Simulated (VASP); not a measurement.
# InAs in VASP: a series of runs

InAs is run at these levels: r2SCAN, PBEsol; tasks: single point.

All numbers are computed with VASP 6.6.1; they aren't measurements. Logs are shortened: lines on timing, memory, paths and dates and some standing lists are left out, and cuts for length are marked.

## (1) The cell of the first run

The cell holds layers of an interface, 4 atoms: a = 4.323 Å, b = 4.323 Å, c = 6.047 Å, α = 90.00°, β = 90.00°, γ = 90.00°.

## (2) Single point, r2SCAN

Contents of POSCAR:

```
InAs
1.0
    3.0566970000      3.0566970000      0.0000000000
   -3.0566970000      3.0566970000      0.0000000000
    0.0000000000      0.0000000000      6.0470480000
In As
2 2
Direct
    0.0000000000      0.0000000000      0.0000000000
    0.5000000000      0.5000000000      0.5000000000
    0.5000000000      0.0000000000      0.2500000000
    0.0000000000      0.5000000000      0.7500000000
```

Contents of INCAR.step1:

```
ALGO = Normal ; EDIFF = 1E-5
ENCUT = 440 ; GGA = PE
GGA_COMPAT = False ; ISMEAR = -1
LASPH = True ; LCHARG = False
LREAL = False ; LWAVE = True
NBANDS = 26 ; NELM = 120
PREC = Accurate ; SIGMA = 0.05
```

Contents of INCAR.step2:

```
ALGO = Normal ; EDIFF = 1E-6
ENCUT = 440 ; GGA_COMPAT = False
ISIF = 2 ; ISMEAR = -1
ISTART = 1 ; LASPH = True
LCHARG = False ; LMIXTAU = True
LREAL = False ; LWAVE = False
METAGGA = R2SCAN ; NBANDS = 26
NELM = 120 ; PREC = Accurate
SIGMA = 0.05
```

Contents of KPOINTS:

```
k-points
0
Gamma
  4 4 2
```

Potentials or basis: VASP PAW PBE potentials, release 64 (In_d, As).

Command:

```
$ cat potpaw_PBE.64/In_d/POTCAR potpaw_PBE.64/As/POTCAR > POTCAR
$ cp INCAR.step1 INCAR
$ mpirun -np 1 vasp_std > vasp.out
$ cp INCAR.step2 INCAR
$ mpirun -np 1 vasp_std > vasp.out
```

OUTCAR:

```text
EDIFF = 1E-6
   ENCUT = 440
   ISIF = 2
   ISMEAR = -1
   ISTART = 1
   LASPH = True
   LREAL = False
   METAGGA = R2SCAN
   NELM = 120
   PREC = Accurate

 ion  position               nearest neighbor table
   1  0.000  0.000  0.000-   3 2.64   4 2.64   4 2.64   3 2.64
   2  0.500  0.500  0.500-   3 2.64   4 2.64   3 2.64   4 2.64
   3  0.500  0.000  0.250-   1 2.64   2 2.64   2 2.64   1 2.64
   4  0.000  0.500  0.750-   1 2.64   2 2.64   1 2.64   2 2.64

  LATTYP: Found a simple tetragonal cell.
 ALAT       =     4.3228223535
 C/A-ratio  =     1.3988657191

  Lattice vectors:

 A1 = (   3.0566970000,   3.0566970000,   0.0000000000)
 A2 = (  -3.0566970000,   3.0566970000,   0.0000000000)
 A3 = (   0.0000000000,   0.0000000000,   6.0470480000)

Analysis of symmetry for initial positions (statically):
=====================================================================
 Subroutine PRICEL returns following result:

  LATTYP: Found a body centered tetragonal cell.
 ALAT       =     4.3228223535
 C/A-ratio  =     1.3988657191

  Lattice vectors:

 A1 = (   0.0000000000,  -3.0566970000,  -3.0235240000)
 A2 = (   0.0000000000,   3.0566970000,  -3.0235240000)
 A3 = (   3.0566970000,   0.0000000000,   3.0235240000)

   2 primitive cells build up your supercell.

 Routine SETGRP: Setting up the symmetry group for a
 simple tetragonal supercell.

 Subroutine GETGRP returns: Found  8 space group operations
 (whereof  8 operations were pure point group operations)
 out of a pool of 16 trial point group operations.

The static configuration has the point symmetry D_2d.

Analysis of symmetry for dynamics (positions and initial velocities):
=====================================================================
 Subroutine PRICEL returns following result:

  LATTYP: Found a body centered tetragonal cell.
 ALAT       =     4.3228223535
 C/A-ratio  =     1.3988657191

  Lattice vectors:

 A1 = (   0.0000000000,  -3.0566970000,  -3.0235240000)
 A2 = (   0.0000000000,   3.0566970000,  -3.0235240000)
 A3 = (   3.0566970000,   0.0000000000,   3.0235240000)

   2 primitive cells build up your supercell.

 Routine SETGRP: Setting up the symmetry group for a
 simple tetragonal supercell.

 Subroutine GETGRP returns: Found  8 space group operations
 (whereof  8 operations were pure point group operations)
 out of a pool of 16 trial point group operations.

The dynamic configuration has the point symmetry D_2d.

 Subroutine INISYM returns: Found  8 space group operations
 (whereof  8 operations are pure point group operations),
 and found     2 'primitive' translations

----------------------------------------------------------------------------------------

                                     Primitive cell

  volume of cell :      56.5000

  direct lattice vectors                    reciprocal lattice vectors
     0.000000000 -3.056697000 -3.023524000     0.163575258 -0.163575258 -0.165369946
     0.000000000  3.056697000 -3.023524000     0.163575258  0.163575258 -0.165369946
     3.056697000  0.000000000  3.023524000     0.327150516  0.000000000  0.000000000

  length of vectors
     4.299429489  4.299429489  4.299429489     0.284360597  0.284360597  0.327150516

  position of ions in fractional coordinates (direct lattice)
     0.000000000  0.000000000  0.000000000
     0.750000000  0.250000000  0.500000000

  ion indices of the primitive-cell ions
   primitive index   ion index
                 1           1
                 2           3

----------------------------------------------------------------------------------------

 KPOINTS: k-points

Automatic generation of k-mesh.
 Grid dimensions read from file:
 generate k-points for:    4    4    2

 Generating k-lattice:

  Cartesian coordinates                     Fractional coordinates (reciprocal lattice)
     0.040893814  0.040893814  0.000000000     0.250000000  0.000000000  0.000000000
    -0.040893814  0.040893814  0.000000000     0.000000000  0.250000000  0.000000000
     0.000000000  0.000000000  0.082684973     0.000000000  0.000000000  0.500000000

  Length of vectors
     0.057832587  0.057832587  0.082684973

  Shift w.r.t. Gamma in fractional coordinates (k-lattice)
     0.000000000  0.000000000  0.000000000

 Subroutine IBZKPT returns following result:
 ===========================================

 Found     12 irreducible k-points:

 Following reciprocal coordinates:
            Coordinates               Weight
  0.000000  0.000000  0.000000      1.000000
  0.250000  0.000000  0.000000      4.000000
  0.500000  0.000000  0.000000      2.000000
  0.250000  0.250000  0.000000      4.000000
  0.500000  0.250000  0.000000      4.000000
  0.500000  0.500000  0.000000      1.000000
  0.000000  0.000000  0.500000      1.000000
  0.250000  0.000000  0.500000      4.000000
  0.500000  0.000000  0.500000      2.000000
  0.250000  0.250000  0.500000      4.000000
  0.500000  0.250000  0.500000      4.000000
  0.500000  0.500000  0.500000      1.000000
   k-points           NKPTS =     12   k-points in BZ     NKDIM =     12   number of bands    NBANDS=     26
   number of dos      NEDOS =    301   number of ions     NIONS =      4
   total plane-waves  NPLWV =  37800
   dimension x,y,z NGX =    30 NGY =   30 NGZ =   42
   dimension x,y,z NGXF=    60 NGYF=   60 NGZF=   84
   ions per type =               2   2
   NGX,Y,Z   is equivalent  to a cutoff of  11.54, 11.54, 11.55 a.u.
   NGXF,Y,Z  is equivalent  to a cutoff of  23.07, 23.07, 23.09 a.u.
 SYSTEM =  unknown system
   PREC   = accura    normal or accurate (medium, high low for compatibility)
   ISTART =      1    job   : 0-new  1-cont  2-samecut
   ICHARG =      0    charge: 1-file 2-atom 10-const
   ISPIN  =      1    spin polarized calculation?
   LNONCOLLINEAR =      F non collinear calculations
   LSORBIT =      F    spin-orbit coupling
   LASPH  =      T    aspherical Exc in radial PAW
   ENCUT  =  440.0 eV  32.34 Ry    5.69 a.u.   7.39  7.39 10.34*2*pi/ulx,y,z
   NELM   =    120;   NELMIN=  2; NELMDL=  0     # of ELM steps
   EDIFF  = 0.1E-05   stopping-criterion for ELM
   LREAL  =      F    real-space projection
   EDIFFG = 0.1E-04   stopping-criterion for IOM
   NSW    =      0    number of steps for IOM
   IBRION =     -1    ionic relax: 0-MD 1-quasi-New 2-CG
   NFREE  =      0    steps in history (QN), initial steepest desc. (CG)
   ISIF   =      2    stress and relaxation
   ISYM   =      2    0-nonsym 1-usesym 2-fastsym
   POTIM  = 0.5000    time-step for ionic-motion
   TEBEG  =    0.0;   TEEND  =   0.0 temperature during run
   PSTRESS=    0.0 pullay stress
   NELECT =      36.0000    total number of electrons
   NUPDOWN=      -1.0000    fix difference up-down
   EMIN   =  10.00;   EMAX   =-10.00  energy-range for DOS
   EFERMI =   0.00;   METHOD = LEGACY
   ISMEAR =    -1;   SIGMA  =   0.05  broadening in eV -4-tet -1-fermi 0-gaus
   EFERMI_NEDOS =   21; number of points for ismear=-14 and -15
   IALGO  =     38    algorithm
   IMIX   =      4    mixing-type and parameters
     AMIX     =   0.40;   BMIX     =  1.00
     AMIX_MAG =   1.60;   BMIX_MAG =  1.00
  volume/ion in A,a.u.               =      28.25       190.64
  Fermi-wavevector in a.u.,A,eV,Ry     =   1.118106  2.112914 17.009470  1.250161
  Thomas-Fermi vector in A             =   2.254734
   LORBIT       =      0    0 simple, 1 ext, 2 COOP (PROOUT), +10 PAW based schemes
   METAGGA = R2SCAN    functional components
   LHFCALC =     F    Hartree Fock is set to
   AEXX    =    0.0000 exact exchange contribution
   IVDW    =     0    specifies the selected vdW correction
   LEPSILON=     F    determine dielectric tensor
   LRPA    =     F    only Hartree local field effects (RPA)
 non-spin polarized calculation
  energy-cutoff  :      440.00
  volume of cell :      113.00
 maximum number of plane-waves:      2421
 NGX is ok and might be reduce to    30
   NGX = 15   NGY = 15   NGZ = 21

 number of electron      36.0000005 magnetization

 Free energy of the ion-electron system (eV)
  ---------------------------------------------------
  ext. energy  EPLUGINS =         0.00000000
  ---------------------------------------------------
  free energy    TOTEN  =       -76.01780208 eV

  energy without entropy =      -76.01220640  energy(sigma->0) =      -76.01500424

 E-fermi :   4.1656     XC(G=0):  -9.5525

 val. band max:        4.0988514487   @ k =   0.0000   0.0000   0.0000
 cond. band min:       4.1890871696   @ k =   0.0000   0.0000   0.0000
 fundamental gap:      0.0902357210
 Fermi energy:         4.1656435126

 k-point     1 :       0.0000    0.0000    0.0000
  band No.  band energies     occupation
      1     -10.9403      2.00000
      2     -10.7602      2.00000
      3     -10.7602      2.00000
      4     -10.7537      2.00000
      5     -10.6780      2.00000
      6     -10.6780      2.00000
[... 18 lines left out ...]
     25      12.0394      0.00000
     26      13.8313      0.00000

 k-point     2 :       0.2500    0.0000    0.0000
  band No.  band energies     occupation
      1     -10.9203      2.00000
      2     -10.8089      2.00000
      3     -10.7477      2.00000
      4     -10.7360      2.00000
      5     -10.6980      2.00000
      6     -10.6895      2.00000
[... 18 lines left out ...]
     25      11.8239      0.00000
     26      11.8925      0.00000

 k-point     3 :       0.5000    0.0000    0.0000
  band No.  band energies     occupation
      1     -10.8794      2.00000
      2     -10.8794      2.00000
      3     -10.7182      2.00000
      4     -10.7182      2.00000
      5     -10.7166      2.00000
      6     -10.7166      2.00000
[... 224 lines left out ...]
 k-point    11 :       0.5000    0.2500    0.5000
  band No.  band energies     occupation
      1     -10.8993      2.00000
      2     -10.8993      2.00000
      3     -10.7168      2.00000
      4     -10.7168      2.00000
      5     -10.7019      2.00000
      6     -10.7019      2.00000
[... 18 lines left out ...]
     25      11.5181      0.00000
     26      11.5181      0.00000

 k-point    12 :       0.5000    0.5000    0.5000
  band No.  band energies     occupation
      1     -10.9191      2.00000
      2     -10.9191      2.00000
      3     -10.7073      2.00000
      4     -10.7073      2.00000
      5     -10.6802      2.00000
      6     -10.6802      2.00000
[... 18 lines left out ...]
     25      10.6188      0.00000
     26      10.6188      0.00000

------------------------ aborting loop because EDIFF is reached ----------------------------------------

  FORCE on cell =-STRESS in cart. coord.  units (eV):
  Direction    XX          YY          ZZ          XY          YZ          ZX
  --------------------------------------------------------------------------------------
  -------------------------------------------------------------------------------------
  Total        0.5349452      0.5349452      0.3383822      0.0000000     -0.0000000      0.0000000
  in kB        7.5847570      7.5847570      4.7977749      0.0000000     -0.0000000      0.0000000
  external PRESSURE =       6.6557630 kB  Pullay stress =       0.0000000 kB

 VOLUME and BASIS-vectors are now :
 -----------------------------------------------------------------------------
  energy-cutoff  :      440.00
  volume of cell :      113.00
      direct lattice vectors                 reciprocal lattice vectors
     3.056697000  3.056697000  0.000000000     0.163575258  0.163575258  0.000000000
    -3.056697000  3.056697000  0.000000000    -0.163575258  0.163575258  0.000000000
     0.000000000  0.000000000  6.047048000     0.000000000  0.000000000  0.165369946

 POSITION                                       TOTAL-FORCE (eV/Angst)
 -----------------------------------------------------------------------------------
      0.00000      0.00000      0.00000        -0.000000     -0.000000     -0.000000
      0.00000      3.05670      3.02352         0.000000      0.000000      0.000000
      1.52835      1.52835      1.51176        -0.000000     -0.000000     -0.000000
     -1.52835      1.52835      4.53529        -0.000000     -0.000000     -0.000000
 -----------------------------------------------------------------------------------
    total drift:                               -0.000000      0.000000      0.000000

  FREE ENERGIE OF THE ION-ELECTRON SYSTEM (eV)
  ---------------------------------------------------
  free  energy   TOTEN  =       -76.0178020775 eV

  energy  without entropy=      -76.0122064008  energy(sigma->0) =      -76.01500424
```

It took 3 min on 1 thread of AMD EPYC 7R13, shared host; peak memory 0.17 GiB.

What came out:

- Free energy: -76.0178 eV
- Pressure: 0.7 GPa
- Band gap on the k mesh: 0.09 eV

Stress tensor (GPa, compression positive):
```
0.76 0.00 0.00
0.00 0.76 0.00
0.00 0.00 0.48
```

Caveat: the k points lie up to 0.52 Å⁻¹ apart; the PAW data sets were made with another functional, which shifts forces and pressure a little; spin-orbit coupling is left out, which moves the levels of the heavy elements.

## (3) Single point, PBEsol

Contents of INCAR:

```
SYSTEM = InAs
PREC = Accurate ; ENCUT = 400
EDIFF = 1E-6 ; ISMEAR = -1
SIGMA = 0.05 ; LREAL = .FALSE.
LASPH = .TRUE. ; NELM = 120
ALGO = Normal ; ISIF = 2
LWAVE = .FALSE. ; LCHARG = .FALSE.
GGA = PS ; NBANDS = 26
GGA_COMPAT = .FALSE.
```

Contents of KPOINTS:

```
regular mesh
0
G
  6 6 4
  0 0 0
```

Contents of POSCAR:

```
InAs
1.0
    3.0566970000      3.0566970000      0.0000000000
   -3.0566970000      3.0566970000      0.0000000000
    0.0000000000      0.0000000000      6.0470479401
In As
2 2
Direct
    1.0000000000      0.0000000000      1.0000000000
    0.5000000000      0.5000000000      0.5000000000
    0.5000000000      0.0000000000      0.2500000000
    0.0000000000      0.5000000000      0.7500000000
```

Potentials or basis: VASP PAW PBE potentials, release 64 (In_d, As).

Command:

```
$ cat potpaw_PBE.64/In_d/POTCAR potpaw_PBE.64/As/POTCAR > POTCAR
$ mpirun -np 1 vasp_std > vasp.out
```

Wall time 77 s (1 thread of AMD EPYC 7R13, shared host); peak memory 0.17 GiB.

It converged, with:

```
Free energy : -16.9679 eV
Pressure    : 0.0 GPa
```

Stress tensor (GPa, compression positive):
```
-0.08  0.00  0.00
 0.00 -0.08  0.00
 0.00  0.00  0.15
```

Levels at points of the mesh, in eV from the Fermi level:
```
           k point  band 16  band 17  band 18  band 19  band 20  band 21
(0.00, 0.00, 0.00)    -0.44    -0.06    -0.06    -0.01     1.39     1.87
(0.50, 0.00, 0.00)    -2.79    -1.10    -1.10     2.40     2.40     4.83
(0.50, 0.50, 0.00)    -2.30    -2.30    -2.30     1.44     1.44     1.96
(0.00, 0.00, 0.50)    -1.47    -1.47    -1.47     2.10     2.10     2.62
(0.50, 0.00, 0.50)    -1.05    -0.98    -0.98     0.78     0.78     4.53
(0.50, 0.50, 0.50)    -2.94    -2.86    -2.86     4.10     4.10     4.20
```

Caveat: the PAW data sets were made with another functional, which shifts forces and pressure a little; spin-orbit coupling is left out, which moves the levels of the heavy elements.
